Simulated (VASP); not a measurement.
# SiC (P6_3mc) in VASP: vibrations by perturbation theory with LDA

Aim: the vibrations by perturbation theory of SiC with LDA.

Everything below comes from runs of VASP 6.6.1. Logs are shortened: lines on timing, memory, paths and dates and some standing lists are left out, and cuts for length are marked.

### Step 1. The cell of the first run

It takes space group P6_3mc (No. 186, hexagonal). The conventional cell has a = 3.056 Å, b = 3.056 Å, c = 5.016 Å, α = 90.00°, β = 90.00°, γ = 120.00°. Within 2.5 Å of Si (site symmetry 3m) lie 4 C at 1.87 to 1.89 Å. C (site symmetry 3m) has 4 Si at 1.87 to 1.89 Å within 2.5 Å.

### Step 2. Vibrations by perturbation theory, LDA

Contents of INCAR:

```
SYSTEM = SiC
PREC = Accurate
ENCUT = 520
EDIFF = 1E-8
ISMEAR = 0
SIGMA = 0.01
LREAL = .FALSE.
LASPH = .TRUE.
NELM = 100
ALGO = Normal
ISIF = 2
LWAVE = .FALSE.
LCHARG = .FALSE.
IBRION = 8
NSW = 1
LEPSILON = .TRUE.
```

Contents of KPOINTS:

```
Automatic mesh
0
G
  12 12 6
  0 0 0
```

Contents of POSCAR:

```
SiC
1.0
    3.0563582968      0.0000000000      0.0000000000
   -1.5281791484      2.6468839281      0.0000000000
    0.0000000000      0.0000000000      5.0159295437
Si C
2 2
Direct
    0.3333333333      0.6666666667      0.0045953489
    0.6666666667      0.3333333333      0.5045953489
    0.3333333333      0.6666666667      0.3804046511
    0.6666666667      0.3333333333      0.8804046511
```

Potentials or basis: VASP PAW LDA potentials, release 64 (Si, C).

On the command line:

```bash
cat potpaw_LDA.64/Si/POTCAR potpaw_LDA.64/C/POTCAR > POTCAR
mpirun -np 1 vasp_std > vasp.out
```

OUTCAR:

```text
SYSTEM = SiC
   PREC = Accurate
   ENCUT = 520
   EDIFF = 1E-8
   ISMEAR = 0
   LREAL = .FALSE.
   LASPH = .TRUE.
   NELM = 100
   ISIF = 2
   IBRION = 8
   NSW = 1
   LEPSILON = .TRUE.

 ion  position               nearest neighbor table
   1  0.333  0.667  0.005-   4 1.87   4 1.87   4 1.87   3 1.89   2 3.07   2 3.07   2 3.07   2 3.07
                             2 3.07   2 3.07
   2  0.667  0.333  0.505-   3 1.87   3 1.87   3 1.87   4 1.89   1 3.07   1 3.07   1 3.07   1 3.07
                             1 3.07   1 3.07
   3  0.333  0.667  0.380-   2 1.87   2 1.87   2 1.87   1 1.89
   4  0.667  0.333  0.880-   1 1.87   1 1.87   1 1.87   2 1.89

  LATTYP: Found a hexagonal cell.
 ALAT       =     3.0563582968
 C/A-ratio  =     1.6411457874

  Lattice vectors:

 A1 = (   3.0563582968,   0.0000000000,   0.0000000000)
 A2 = (  -1.5281791484,   2.6468839281,   0.0000000000)
 A3 = (   0.0000000000,   0.0000000000,   5.0159295437)

Analysis of symmetry for initial positions (statically):
=====================================================================
 Subroutine PRICEL returns:
 Original cell was already a primitive cell.

 Routine SETGRP: Setting up the symmetry group for a
 hexagonal supercell.

 Subroutine GETGRP returns: Found 12 space group operations
 (whereof  6 operations were pure point group operations)
 out of a pool of 24 trial point group operations.

The static configuration has the point symmetry C_3v.
 The point group associated with its full space group is C_6v.

Analysis of symmetry for dynamics (positions and initial velocities):
=====================================================================
 Subroutine PRICEL returns:
 Original cell was already a primitive cell.

 Routine SETGRP: Setting up the symmetry group for a
 hexagonal supercell.

 Subroutine GETGRP returns: Found 12 space group operations
 (whereof  6 operations were pure point group operations)
 out of a pool of 24 trial point group operations.

The dynamic configuration has the point symmetry C_3v.
 The point group associated with its full space group is C_6v.

 Subroutine INISYM returns: Found 12 space group operations
 (whereof  6 operations are pure point group operations),
 and found     1 'primitive' translations

----------------------------------------------------------------------------------------

                                     Primitive cell

  volume of cell :      40.5780

  direct lattice vectors                    reciprocal lattice vectors
     3.056358297  0.000000000  0.000000000     0.327186770  0.188901370  0.000000000
    -1.528179148  2.646883928  0.000000000     0.000000000  0.377802740  0.000000000
     0.000000000  0.000000000  5.015929544     0.000000000  0.000000000  0.199364842

  length of vectors
     3.056358297  3.056358297  5.015929544     0.377802740  0.377802740  0.199364842

  position of ions in fractional coordinates (direct lattice)
     0.333333333  0.666666667  0.004595349
     0.666666667  0.333333333  0.504595349
     0.333333333  0.666666667  0.380404651
     0.666666667  0.333333333  0.880404651

  ion indices of the primitive-cell ions
   primitive index   ion index
                 1           1
                 2           2
                 3           3
                 4           4

----------------------------------------------------------------------------------------

 KPOINTS: Automatic mesh

Automatic generation of k-mesh.
 Grid dimensions read from file:
 generate k-points for:   12   12    6

 Generating k-lattice:

  Cartesian coordinates                     Fractional coordinates (reciprocal lattice)
     0.027265564  0.015741781  0.000000000     0.083333333 -0.000000000  0.000000000
[... 512 lines left out ...]
  ---------------------------------------------------
  free energy    TOTEN  =        -0.70011157 eV

  energy without entropy =       -0.70011157

------------------------ aborting loop because EDIFF is reached ----------------------------------------

--------------------------------------- Ionic step        2  -------------------------------------------

------------------------ aborting loop because EDIFF is reached ----------------------------------------

--------------------------------------- Ionic step        3  -------------------------------------------

------------------------ aborting loop because EDIFF is reached ----------------------------------------

 PIEZOELECTRIC TENSOR FIELD DIRECTION 3  (e Angst)
 -----------------------------------------------------------------------------
     1.19147  0.00000  0.00000           (  0.06397  0.00000  0.00000)
     0.00000  1.19147 -0.00000           (  0.00000  0.06397 -0.00000)
    -0.00000 -0.00000 -2.04574           (  0.00000 -0.00000 -0.12348)

 PIEZOELECTRIC TENSOR FIELD DIRECTION 3  (C/m^2)
 -----------------------------------------------------------------------------
     0.47044  0.00000  0.00000
     0.00000  0.47044 -0.00000
    -0.00000 -0.00000 -0.80774

[... ionic steps 4 to 9 ...]

--------------------------------------- Ionic step       10  -------------------------------------------

------------------------ aborting loop because EDIFF is reached ----------------------------------------

[... ionic steps 11 to 11 ...]

--------------------------------------- Ionic step       12  -------------------------------------------

 Free energy of the ion-electron system (eV)
  ---------------------------------------------------
  ---------------------------------------------------
  free energy    TOTEN  =        -0.13527293 eV

  energy without entropy =       -0.13527293

------------------------ aborting loop because EDIFF is reached ----------------------------------------

 INTERNAL STRAIN TENSOR  FOR ION    3  DIRECTION 3   (eV/Angst):
 -----------------------------------------------------------------------------
     5.34029 -0.00000  0.00000
     0.00000  5.34029  0.00000
     0.00000  0.00000-10.13598

 MACROSCOPIC STATIC DIELECTRIC TENSOR (including local field effects in DFT)
 ------------------------------------------------------
           6.904177     0.000000    -0.000000
           0.000000     6.904177     0.000000
          -0.000000     0.000000     7.258710
 ------------------------------------------------------

 PIEZOELECTRIC TENSOR (including local field effects)  for field in x, y, z        (e  Angst)
          XX          YY          ZZ          XY          YZ          ZX
  --------------------------------------------------------------------------------
  x     0.00000     0.00000     0.00000    -0.00000     0.00000     1.51003
  y    -0.00000    -0.00000    -0.00000     0.00000     1.51003     0.00000
  z     1.19147     1.19147    -2.04574     0.00000     0.00000     0.00000

 PIEZOELECTRIC TENSOR (including local field effects)  for field in x, y, z        (C/m^2)
          XX          YY          ZZ          XY          YZ          ZX
  --------------------------------------------------------------------------------
  x     0.00000     0.00000     0.00000    -0.00000     0.00000     0.59622
  y    -0.00000    -0.00000    -0.00000     0.00000     0.59622     0.00000
  z     0.47044     0.47044    -0.80774     0.00000     0.00000     0.00000

 BORN EFFECTIVE CHARGES (including local field effects) (in |e|, cummulative output)
 ---------------------------------------------------------------------------------
 ion    1
    1     2.67679     0.00000     0.00000
    2     0.00000     2.67679     0.00000
    3     0.00000     0.00000     2.87664
 ion    2
    1     2.67679     0.00000    -0.00000
    2     0.00000     2.67679     0.00000
    3     0.00000    -0.00000     2.87664
 ion    3
    1    -2.67679    -0.00000    -0.00000
    2     0.00000    -2.67679     0.00000
    3     0.00000    -0.00000    -2.87664
 ion    4
    1    -2.67679     0.00000     0.00000
    2     0.00000    -2.67679     0.00000
    3     0.00000     0.00000    -2.87664

 INTERNAL STRAIN TENSOR FOR ION    4 for displacements in x,y,z  (eV/Angst):
          X           Y           Z          XY          YZ          ZX
  --------------------------------------------------------------------------------
  x    -0.00000     0.00000    -0.00000     9.88702     0.00000     5.99751
  y     9.88702    -9.88702     0.00000     0.00000     6.17335     0.00000
  z     5.34029     5.34029   -10.13598     0.00000     0.00000     0.00000

 SECOND DERIVATIVES (NOT SYMMETRIZED)
 ------------------------------------
               1X          1Y          1Z          2X          2Y          2Z          3X          3Y          3Z          4X          4Y          4Z
  1X   -20.507864    0.000000    0.000000    0.632654   -0.000000    0.000000    2.143355    0.000000    0.000000   17.731855   -0.000000    0.000000
  1Y     0.000000  -20.507864    0.000000   -0.000000    0.632654   -0.000000   -0.000000    2.143355    0.000000    0.000000   17.731855    0.000000
  1Z     0.000000    0.000000  -27.727632    0.000000    0.000000    9.321119    0.000000    0.000000    9.115287    0.000000    0.000000    9.291226
  2X     0.632654   -0.000000   -0.000000  -20.507864   -0.000000   -0.000000   17.731855    0.000000    0.000000    2.143355    0.000000    0.000000
  2Y    -0.000000    0.632654    0.000000    0.000000  -20.507864    0.000000    0.000000   17.731855   -0.000000    0.000000    2.143355   -0.000000
  2Z    -0.000000    0.000000    9.321119    0.000000    0.000000  -27.727632    0.000000    0.000000    9.291226    0.000000    0.000000    9.115287
  3X     2.143029   -0.000000   -0.000000   17.732932   -0.000000    0.000000  -19.917894    0.000000    0.000000    0.041933    0.000000    0.000000
  3Y    -0.000000    2.143029   -0.000000   -0.000000   17.732932    0.000000    0.000000  -19.917894    0.000000    0.000000    0.041933    0.000000
  3Z    -0.000000    0.000000    9.064919    0.000000    0.000000    9.339585    0.000000   -0.000000  -24.863681    0.000000    0.000000    6.459178
  4X    17.732932   -0.000000    0.000000    2.143029   -0.000000    0.000000    0.041933    0.000000    0.000000  -19.917894    0.000000    0.000000
  4Y    -0.000000   17.732932   -0.000000   -0.000000    2.143029    0.000000   -0.000000    0.041933    0.000000    0.000000  -19.917894    0.000000
  4Z     0.000000    0.000000    9.339585   -0.000000    0.000000    9.064919    0.000000    0.000000    6.459178    0.000000    0.000000  -24.863681

 Eigenvectors and eigenvalues of the dynamical matrix
 ----------------------------------------------------

   1 f  =   25.246522 THz   158.628579 2PiTHz  842.133341 cm-1   104.411180 meV
             X         Y         Z           dx          dy          dz
     -0.000000  1.764589  0.023050     0.000000    0.000000   -0.006730
      1.528179  0.882295  2.531015     0.000000    0.000000    0.006730
     -0.000000  1.764589  1.908083    -0.000000   -0.000000   -0.707075
      1.528179  0.882295  4.416048    -0.000000   -0.000000    0.707075
[... 71 lines left out ...]
  12 f/i=    0.000578 THz     0.003633 2PiTHz    0.019286 cm-1     0.002391 meV
             X         Y         Z           dx          dy          dz
     -0.000000  1.764589  0.023050    -0.000000    0.000000   -0.591786
      1.528179  0.882295  2.531015    -0.000000    0.000000   -0.591786
     -0.000000  1.764589  1.908083    -0.000000    0.000000   -0.387026
      1.528179  0.882295  4.416048    -0.000000    0.000000   -0.387026

--------------------------------------------------------------------------------------------------------

 MACROSCOPIC STATIC DIELECTRIC TENSOR IONIC CONTRIBUTION
 ------------------------------------------------------
           3.215245    -0.000000    -0.000000
          -0.000000     3.215245     0.000000
          -0.000000     0.000000     4.009866
 ------------------------------------------------------

 ELASTIC MODULI CONTR FROM IONIC RELAXATION (kBar)
 Direction    XX          YY          ZZ          XY          YZ          ZX
 --------------------------------------------------------------------------------
 XX        -509.3220    264.2975    232.5909     -0.0000     -0.0000     -0.0000
 YY         264.2975   -509.3220    232.5909      0.0000      0.0000      0.0000
 ZZ         232.5909    232.5909   -441.5762     -0.0000      0.0000     -0.0000
 XY          -0.0000      0.0000     -0.0000   -386.8097      0.0000     -0.0000
 YZ          -0.0000      0.0000      0.0000      0.0000   -132.3973      0.0000
 ZX          -0.0000      0.0000     -0.0000     -0.0000      0.0000   -141.8048
 --------------------------------------------------------------------------------

 PIEZOELECTRIC TENSOR IONIC CONTR  for field in x, y, z        (C/m^2)
          XX          YY          ZZ          XY          YZ          ZX
  --------------------------------------------------------------------------------
  x    -0.00000     0.00000    -0.00000    -0.00000     0.00000    -0.63537
  y    -0.00000     0.00000     0.00000     0.00000    -0.61393     0.00000
  z    -0.65952    -0.65952     1.25210     0.00000    -0.00000     0.00000
```

Run time: 24 min. Hardware: 1 thread of Intel Xeon 8259CL, shared host; peak memory 0.55 GiB.

Results:

```yaml
Electronic_dielectric_tensor_diagonal: 6.90, 6.90, 7.26
Born_charges_mean_of_the_diagonal: Si +2.74; C -2.74 e
Highest_phonon_frequency_at_Γ_LO-TO_splitting_left_out: 842 cm⁻¹
```

Phonon frequencies in cm⁻¹ (negative: imaginary):
| q point | frequencies |
| --- | --- |
| (0.000, 0.000, 0.000) | 0 0 0 258 258 599 768 768 771 802 802 842 |

Electronic dielectric tensor:
```
6.90 0.00 0.00
0.00 6.90 0.00
0.00 0.00 7.26
```

Born effective charge tensors (e):
atom 1, Si
```
2.68 0.00 0.00
0.00 2.68 0.00
0.00 0.00 2.88
```
atom 2, Si
```
2.68 0.00 0.00
0.00 2.68 0.00
0.00 0.00 2.88
```
atom 3, C
```
-2.68  0.00  0.00
 0.00 -2.68  0.00
 0.00  0.00 -2.88
```
atom 4, C
```
-2.68  0.00  0.00
 0.00 -2.68  0.00
 0.00  0.00 -2.88
```
